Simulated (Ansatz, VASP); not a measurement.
# One calculation of Sn4Se, two programs

```xyz
10
Lattice="0.0000 5.4359 5.4359 5.4359 0.0000 5.4359 5.4359 5.4359 0.0000" Properties=species:S:1:pos:R:3 pbc="T T T"
Sn    3.8546    3.8546    3.8546
Sn    1.5814    1.5814    3.8546
Sn    1.5814    3.8546    1.5814
Sn    3.8546    1.5814    1.5814
Sn    6.5725    6.5725    9.7353
Sn    9.7353    9.7353    9.7353
Sn    6.5725    9.7353    6.5725
Sn    9.7353    6.5725    6.5725
Se    8.1539    8.1539    8.1539
Se    5.4359    5.4359    5.4359
```

Alike in both runs: functional PBE; k mesh 4 × 4 × 4; occupations gaussian, width 0.1 eV; no spin polarisation.

Ansatz relaxed the structure, and its values are those at the end. VASP's run is a single point on that final structure, the one shown.

|  | VASP | Ansatz |
| --- | --- | --- |
| version | VASP 6.6.1 | Ansatz 0.2.0 |
| potentials or method | VASP PAW PBE potentials, release 64 (Sn_d, Se), cutoff 520 eV | scalar-relativistic, plane waves, PAW |
| valence electrons in the cell | 124 | 144 |

```tsv
	VASP	Ansatz	Ansatz less VASP
gap on the k mesh at the Fermi level (eV)	none	none	-
pressure (GPa)	-0.2	-0.2	+0.03
rms of the force components (eV/Å)	0.012	0.016	+0.0038
```

A gap of «none» marks a metal or a gap that the smearing closes. The functional is the same, so the differences come from potentials, cutoffs and numerics. VASP's potentials hold 124 valence electrons a cell and Ansatz's 144, so a difference there can come from the potentials and not from the codes.
